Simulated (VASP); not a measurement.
# Li2Se (Fm-3m) in VASP: further runs

Aim: see how the results for Li2Se move with the level of theory and the settings. Levels: HSE06, PBE-based screened hybrid with 50 % exact exchange. Tasks: single point.

Everything below comes from runs of VASP 6.6.1. Logs are shortened: lines on timing, memory, paths and dates and some standing lists are left out, and cuts for length are marked.

**1. The cell of the first run**

The structure is cubic, space group Fm-3m (No. 225). The conventional cell has a = 5.987 Å, b = 5.987 Å, c = 5.987 Å, α = 90.00°, β = 90.00°, γ = 90.00°. Within 3.4 Å of Se (site symmetry m-3m) lie 8 Li at 2.59 Å. Within 3.4 Å of Li (site symmetry -43m) lie 4 Se at 2.59 Å and 6 Li at 2.99 Å.

**2. Single point, HSE06**

Input file POSCAR:

```
Li2Se
1.0
    0.0000000000      2.9935210614      2.9935210614
    2.9935210614      0.0000000000      2.9935210614
    2.9935210614      2.9935210614      0.0000000000
Se Li
1 2
Direct
    0.0000000000      0.0000000000      0.0000000000
    0.2500000000      0.2500000000      0.2500000000
    0.7500000000      0.7500000000      0.7500000000
```

Input file INCAR.step1:

```
PREC = Accurate
ENCUT = 650
EDIFF = 1E-5
ISMEAR = 0
SIGMA = 0.01
LREAL = False
LASPH = True
NELM = 120
ALGO = Normal
ISIF = 2
LWAVE = True
LCHARG = False
GGA = PE
NBANDS = 13
GGA_COMPAT = False
```

Input file INCAR.step2:

```
PREC = Accurate
ENCUT = 650
EDIFF = 1E-6
ISMEAR = 0
SIGMA = 0.01
LREAL = False
LASPH = True
NELM = 120
ALGO = Normal
ISIF = 2
LWAVE = False
LCHARG = False
GGA = PE
LHFCALC = True
HFSCREEN = 0.2079
PRECFOCK = Normal
ISTART = 1
NBANDS = 13
GGA_COMPAT = False
```

Input file KPOINTS:

```
regular mesh
0
Gamma
  4 4 4
```

Potentials or basis: VASP PAW PBE potentials, release 64 (Se, Li_sv).

Launch:

```console
$ cat potpaw_PBE.64/Se/POTCAR potpaw_PBE.64/Li_sv/POTCAR > POTCAR
$ cp INCAR.step1 INCAR
$ mpirun -np 1 vasp_std > vasp.out
$ cp INCAR.step2 INCAR
$ mpirun -np 1 vasp_std > vasp.out
```

OUTCAR:

```text
PREC = Accurate
   ENCUT = 650
   EDIFF = 1E-6
   ISMEAR = 0
   LREAL = False
   LASPH = True
   NELM = 120
   ISIF = 2
   GGA = PE
   LHFCALC = True
   HFSCREEN = 0.2079
   PRECFOCK = Normal
   ISTART = 1

 ion  position               nearest neighbor table
   1  0.000  0.000  0.000-   2 2.59   3 2.59   3 2.59   3 2.59   3 2.59   2 2.59   2 2.59   2 2.59

   2  0.250  0.250  0.250-   1 2.59   1 2.59   1 2.59   1 2.59
   3  0.750  0.750  0.750-   1 2.59   1 2.59   1 2.59   1 2.59

  LATTYP: Found a face centered cubic cell.
 ALAT       =     5.9870421228

  Lattice vectors:

 A1 = (   0.0000000000,   2.9935210614,   2.9935210614)
 A2 = (   2.9935210614,   0.0000000000,   2.9935210614)
 A3 = (   2.9935210614,   2.9935210614,   0.0000000000)

Analysis of symmetry for initial positions (statically):
=====================================================================
 Subroutine PRICEL returns:
 Original cell was already a primitive cell.

 Routine SETGRP: Setting up the symmetry group for a
 face centered cubic supercell.

 Subroutine GETGRP returns: Found 48 space group operations
 (whereof 48 operations were pure point group operations)
 out of a pool of 48 trial point group operations.

The static configuration has the point symmetry O_h .

Analysis of symmetry for dynamics (positions and initial velocities):
=====================================================================
 Subroutine PRICEL returns:
 Original cell was already a primitive cell.

 Routine SETGRP: Setting up the symmetry group for a
 face centered cubic supercell.

 Subroutine GETGRP returns: Found 48 space group operations
 (whereof 48 operations were pure point group operations)
 out of a pool of 48 trial point group operations.

The dynamic configuration has the point symmetry O_h .

 Subroutine INISYM returns: Found 48 space group operations
 (whereof 48 operations are pure point group operations),
 and found     1 'primitive' translations

----------------------------------------------------------------------------------------

                                     Primitive cell

  volume of cell :      53.6509

  direct lattice vectors                    reciprocal lattice vectors
     0.000000000  2.993521061  2.993521061    -0.167027387  0.167027387  0.167027387
     2.993521061  0.000000000  2.993521061     0.167027387 -0.167027387  0.167027387
     2.993521061  2.993521061  0.000000000     0.167027387  0.167027387 -0.167027387

  length of vectors
     4.233478084  4.233478084  4.233478084     0.289299920  0.289299920  0.289299920

  position of ions in fractional coordinates (direct lattice)
     0.000000000  0.000000000  0.000000000
     0.250000000  0.250000000  0.250000000
     0.750000000  0.750000000  0.750000000

  ion indices of the primitive-cell ions
   primitive index   ion index
                 1           1
                 2           2
                 3           3

----------------------------------------------------------------------------------------

 KPOINTS: regular mesh

Automatic generation of k-mesh.
 Grid dimensions read from file:
 generate k-points for:    4    4    4

 Generating k-lattice:

  Cartesian coordinates                     Fractional coordinates (reciprocal lattice)
    -0.041756847  0.041756847  0.041756847     0.250000000  0.000000000  0.000000000
     0.041756847 -0.041756847  0.041756847     0.000000000  0.250000000  0.000000000
     0.041756847  0.041756847 -0.041756847     0.000000000  0.000000000  0.250000000

  Length of vectors
     0.072324980  0.072324980  0.072324980

  Shift w.r.t. Gamma in fractional coordinates (k-lattice)
     0.000000000  0.000000000  0.000000000

 Subroutine IBZKPT returns following result:
 ===========================================

 Found      8 irreducible k-points:

 Following reciprocal coordinates:
            Coordinates               Weight
  0.000000  0.000000  0.000000      1.000000
  0.250000  0.000000  0.000000      8.000000
  0.500000  0.000000  0.000000      4.000000
  0.250000  0.250000  0.000000      6.000000
  0.500000  0.250000  0.000000     24.000000
 -0.250000  0.250000  0.000000     12.000000
  0.500000  0.500000  0.000000      3.000000
 -0.250000  0.500000  0.250000      6.000000
   k-points           NKPTS =      8   k-points in BZ     NKDIM =     64   number of bands    NBANDS=     13
   number of dos      NEDOS =    301   number of ions     NIONS =      3
   total plane-waves  NPLWV =  46656
   dimension x,y,z NGX =    36 NGY =   36 NGZ =   36
   dimension x,y,z NGXF=    72 NGYF=   72 NGZF=   72
   ions per type =               1   2
   NGX,Y,Z   is equivalent  to a cutoff of  14.14, 14.14, 14.14 a.u.
   NGXF,Y,Z  is equivalent  to a cutoff of  28.27, 28.27, 28.27 a.u.
 SYSTEM =  unknown system
   PREC   = accura    normal or accurate (medium, high low for compatibility)
   ISTART =      1    job   : 0-new  1-cont  2-samecut
   ICHARG =      0    charge: 1-file 2-atom 10-const
   ISPIN  =      1    spin polarized calculation?
   LNONCOLLINEAR =      F non collinear calculations
   LSORBIT =      F    spin-orbit coupling
   LASPH  =      T    aspherical Exc in radial PAW
   ENCUT  =  650.0 eV  47.77 Ry    6.91 a.u.   8.80  8.80  8.80*2*pi/ulx,y,z
   NELM   =    120;   NELMIN=  2; NELMDL=  0     # of ELM steps
   EDIFF  = 0.1E-05   stopping-criterion for ELM
   LREAL  =      F    real-space projection
   EDIFFG = 0.1E-04   stopping-criterion for IOM
   NSW    =      0    number of steps for IOM
   IBRION =     -1    ionic relax: 0-MD 1-quasi-New 2-CG
   NFREE  =      0    steps in history (QN), initial steepest desc. (CG)
   ISIF   =      2    stress and relaxation
   ISYM   =      3    0-nonsym 1-usesym 2-fastsym
   POTIM  = 0.5000    time-step for ionic-motion
   TEBEG  =    0.0;   TEEND  =   0.0 temperature during run
   PSTRESS=    0.0 pullay stress
   NELECT =      12.0000    total number of electrons
   NUPDOWN=      -1.0000    fix difference up-down
   EMIN   =  10.00;   EMAX   =-10.00  energy-range for DOS
   EFERMI =   0.00;   METHOD = LEGACY
   ISMEAR =     0;   SIGMA  =   0.01  broadening in eV -4-tet -1-fermi 0-gaus
   EFERMI_NEDOS =   21; number of points for ismear=-14 and -15
   IALGO  =     38    algorithm
   IMIX   =      1    mixing-type and parameters
     AMIX     =   0.40;   BMIX     =  1.00
     AMIX_MAG =   1.60;   BMIX_MAG =  1.00
  volume/ion in A,a.u.               =      17.88       120.68
  Fermi-wavevector in a.u.,A,eV,Ry     =   0.993748  1.877911 13.436230  0.987535
  Thomas-Fermi vector in A             =   2.125651
   LORBIT       =      0    0 simple, 1 ext, 2 COOP (PROOUT), +10 PAW based schemes
   GGA     = PE    functional components
   LHFCALC =     T    Hartree Fock is set to
   PRECFOCK=normal    Normal, Fast or Accurate (Low or Medium for compatibility)
   ENCUT4O =  -1.0   cutoff for four orbital integrals eV
   NKREDX  =     1    reduce k-point grid by
   NKREDY  =     1    reduce k-point grid by
   NKREDZ  =     1    reduce k-point grid by
   AEXX    =    0.2500 exact exchange contribution
   HFSCREEN=    0.2079 screening length (either q_TF or 0.3 A-1)
   HFSCREENC=   0.2079 screening length for correlation (either q_TF or 0.3 A-1)
   ENCUTFOCK=  -1.0 apply spherical cutoff to Coloumb kernel
   IVDW    =     0    specifies the selected vdW correction
   LEPSILON=     F    determine dielectric tensor
   LRPA    =     F    only Hartree local field effects (RPA)
 non-spin polarized calculation
 Gauss-broadening in eV      SIGMA  =   0.01
  energy-cutoff  :      650.00
  volume of cell :       53.65
 maximum number of plane-waves:      2044
  NGX = 28; NGY = 28; NGZ = 28

 number of electron      11.9999994 magnetization

 Free energy of the ion-electron system (eV)
  ---------------------------------------------------
  ext. energy  EPLUGINS =         0.00000000
  ---------------------------------------------------
  free energy    TOTEN  =       -12.55530296 eV

  energy without entropy =      -12.55530296  energy(sigma->0) =      -12.55530296

 E-fermi :   0.5122     XC(G=0):  -6.9415

 val. band max:        0.3976850918   @ k =   0.0000   0.0000   0.0000
 cond. band min:       4.2245812374   @ k =   0.5000   0.5000   0.0000
 fundamental gap:      3.8268961456
 Fermi energy:         0.5122263822

 k-point     1 :       0.0000    0.0000    0.0000
  band No.  band energies     occupation
      1     -47.3601      2.00000
      2     -47.3340      2.00000
      3     -12.0846      2.00000
      4       0.3977      2.00000
      5       0.3977      2.00000
      6       0.3977      2.00000
      7       4.7912      0.00000
      8       7.0675      0.00000
      9       7.0675      0.00000
     10       7.0675      0.00000
     11      12.1822      0.00000
     12      12.1822      0.00000
     13      12.5680      0.00000

 k-point     2 :       0.2500    0.0000    0.0000
  band No.  band energies     occupation
      1     -47.3560      2.00000
      2     -47.3377      2.00000
      3     -11.8799      2.00000
      4      -1.4994      2.00000
      5       0.0865      2.00000
      6       0.0865      2.00000
      7       5.9756      0.00000
      8       7.6293      0.00000
      9       7.6293      0.00000
     10       8.4052      0.00000
     11      10.5971      0.00000
     12      10.5971      0.00000
     13      13.0403      0.00000
[... 65 lines left out ...]
 k-point     7 :       0.5000    0.5000    0.0000
  band No.  band energies     occupation
      1     -47.3509      2.00000
      2     -47.3418      2.00000
      3     -11.5170      2.00000
      4      -2.1262      2.00000
      5      -1.1641      2.00000
      6      -1.1641      2.00000
      7       4.2246      0.00000
      8       7.6141      0.00000
      9      12.0821      0.00000
     10      12.0821      0.00000
     11      13.2850      0.00000
     12      13.5499      0.00000
     13      13.5499      0.00000

 k-point     8 :      -0.2500    0.5000    0.2500
  band No.  band energies     occupation
      1     -47.3462      2.00000
      2     -47.3462      2.00000
      3     -11.5086      2.00000
      4      -1.6911      2.00000
      5      -1.6911      2.00000
      6      -1.4808      2.00000
      7       6.4725      0.00000
      8       7.9364      0.00000
      9       9.6074      0.00000
     10       9.6074      0.00000
     11      12.8806      0.00000
     12      12.8806      0.00000
     13      13.7931      0.00000

------------------------ aborting loop because EDIFF is reached ----------------------------------------

  FORCE on cell =-STRESS in cart. coord.  units (eV):
  Direction    XX          YY          ZZ          XY          YZ          ZX
  --------------------------------------------------------------------------------------
  -------------------------------------------------------------------------------------
  Total       -0.1605104     -0.1605104     -0.1605104      0.0000000      0.0000000     -0.0000000
  in kB       -4.7933245     -4.7933245     -4.7933245      0.0000000      0.0000000     -0.0000000
  external PRESSURE =      -4.7933245 kB  Pullay stress =       0.0000000 kB

 VOLUME and BASIS-vectors are now :
 -----------------------------------------------------------------------------
  energy-cutoff  :      650.00
  volume of cell :       53.65
      direct lattice vectors                 reciprocal lattice vectors
     0.000000000  2.993521061  2.993521061    -0.167027387  0.167027387  0.167027387
     2.993521061  0.000000000  2.993521061     0.167027387 -0.167027387  0.167027387
     2.993521061  2.993521061  0.000000000     0.167027387  0.167027387 -0.167027387

 POSITION                                       TOTAL-FORCE (eV/Angst)
 -----------------------------------------------------------------------------------
      0.00000      0.00000      0.00000         0.000000      0.000000     -0.000000
      1.49676      1.49676      1.49676        -0.000000      0.000000      0.000000
      4.49028      4.49028      4.49028        -0.000000     -0.000000     -0.000000
 -----------------------------------------------------------------------------------
    total drift:                               -0.000001     -0.000001      0.000001

  FREE ENERGIE OF THE ION-ELECTRON SYSTEM (eV)
  ---------------------------------------------------
  free  energy   TOTEN  =       -12.5553029602 eV

  energy  without entropy=      -12.5553029602  energy(sigma->0) =      -12.55530296
```

It took 8 min on 1 thread of AMD EPYC 7R43 (Zen 3), shared host; peak memory 0.28 GiB.

Results:

```
Free energy            : -12.5553 eV
Pressure               : -0.5 GPa
Band gap on the k mesh : 3.83 eV (least direct gap 4.39 eV)
```

Caveat: the k points lie up to 0.45 Å⁻¹ apart; the PAW data sets were made with another functional, which shifts forces and pressure a little. A k mesh can miss the band edges.

**3. Single point, PBE-based screened hybrid with 50 % exact exchange**

POSCAR is that of step 2.

Input file INCAR.step1:

```
  PREC = Accurate
  ENCUT = 650
  EDIFF = 1E-5
  ISMEAR = 0
  SIGMA = 0.01
  LREAL = F
  LASPH = T
  NELM = 120
  ALGO = Normal
  ISIF = 2
  LWAVE = T
  LCHARG = F
  GGA = PE
  NBANDS = 13
  GGA_COMPAT = F
```

Input file INCAR.step2:

```
  PREC = Accurate
  ENCUT = 650
  EDIFF = 1E-6
  ISMEAR = 0
  SIGMA = 0.01
  LREAL = F
  LASPH = T
  NELM = 120
  ALGO = Normal
  ISIF = 2
  LWAVE = F
  LCHARG = F
  GGA = PE
  LHFCALC = T
  AEXX = 0.5
  HFSCREEN = 0.3
  PRECFOCK = Normal
  ISTART = 1
  NBANDS = 13
  GGA_COMPAT = F
```

KPOINTS is that of step 2.

Potentials or basis: VASP PAW PBE potentials, release 64 (Se, Li_sv).

Launch:

```console
$ cat potpaw_PBE.64/Se/POTCAR potpaw_PBE.64/Li_sv/POTCAR > POTCAR
$ cp INCAR.step1 INCAR
$ mpirun -np 1 vasp_std > vasp.out
$ cp INCAR.step2 INCAR
$ mpirun -np 1 vasp_std > vasp.out
```

Wall time 8.5 min (1 thread of AMD EPYC 7R43 (Zen 3), shared host); peak memory 0.28 GiB.

Results (log left out):

```yaml
Free_energy: -13.4831 eV
Pressure: -1.1 GPa
Band_gap_on_the_k_mesh: 4.35 eV (least direct gap 5.02 eV)
```

Levels at points of the mesh, in eV from the valence-band top:
| k point | band 4 | band 5 | band 6 | band 7 | band 8 | band 9 |
| --- | --- | --- | --- | --- | --- | --- |
| (0.00, 0.00, 0.00) | 0.00 | 0.00 | 0.00 | 5.02 | 7.31 | 7.31 |
| (0.50, 0.00, 0.00) | -3.31 | -0.59 | -0.59 | 6.83 | 7.61 | 7.61 |
| (0.50, 0.50, 0.00) | -2.65 | -1.61 | -1.61 | 4.35 | 7.81 | 12.51 |

Caveat: the k points lie up to 0.45 Å⁻¹ apart; the PAW data sets were made with another functional, which shifts forces and pressure a little.

**4. Single point, HSE06**

POSCAR is that of step 3.

Input file INCAR.step1:

```
SYSTEM = Li2Se
ALGO = Normal
EDIFF = 1E-5
ENCUT = 650
GGA = PE
GGA_COMPAT = .FALSE.
ISIF = 2
ISMEAR = 0
LASPH = .TRUE.
LCHARG = .FALSE.
LREAL = .FALSE.
LWAVE = .TRUE.
NBANDS = 13
NELM = 120
PREC = Accurate
SIGMA = 0.01
```

Input file INCAR.step2:

```
SYSTEM = Li2Se
ALGO = Normal
EDIFF = 1E-6
ENCUT = 650
GGA = PE
GGA_COMPAT = .FALSE.
HFSCREEN = 0.2079
ISIF = 2
ISMEAR = 0
ISTART = 1
LASPH = .TRUE.
LCHARG = .FALSE.
LHFCALC = .TRUE.
LREAL = .FALSE.
LWAVE = .FALSE.
NBANDS = 13
NELM = 120
PREC = Accurate
PRECFOCK = Normal
SIGMA = 0.01
```

Input file KPOINTS:

```
k-points
0
G
  4 4 4
  0 0 0
```

Launch:

```console
$ cat potpaw_PBE.64/Se/POTCAR potpaw_PBE.64/Li_sv/POTCAR > POTCAR
$ cp INCAR.step1 INCAR
$ mpirun -np 1 vasp_std > vasp.out
$ cp INCAR.step2 INCAR
$ mpirun -np 1 vasp_std > vasp.out
```

Run time: 8.7 min. Hardware: 1 thread of AMD EPYC 7R43 (Zen 3), shared host; peak memory 0.27 GiB.

It converged, with:

```
Free energy            : -12.5553 eV
Pressure               : -0.5 GPa
Band gap on the k mesh : 3.83 eV (least direct gap 4.39 eV)
```

Levels at points of the mesh, in eV from the valence-band top:
| k point | band 2 | band 3 | band 4 | band 5 | band 6 | band 7 | band 8 | band 9 | band 10 | band 11 |
| --- | --- | --- | --- | --- | --- | --- | --- | --- | --- | --- |
| (0.00, 0.00, 0.00) | -47.73 | -12.48 | 0.00 | 0.00 | 0.00 | 4.39 | 6.67 | 6.67 | 6.67 | 11.78 |
| (0.50, 0.00, 0.00) | -47.74 | -12.05 | -3.19 | -0.57 | -0.57 | 6.19 | 6.99 | 6.99 | 9.07 | 12.88 |
| (0.50, 0.50, 0.00) | -47.74 | -11.91 | -2.52 | -1.56 | -1.56 | 3.83 | 7.22 | 11.68 | 11.68 | 12.89 |

Caveat: the k points lie up to 0.45 Å⁻¹ apart; the PAW data sets were made with another functional, which shifts forces and pressure a little. A k mesh can miss the band edges.
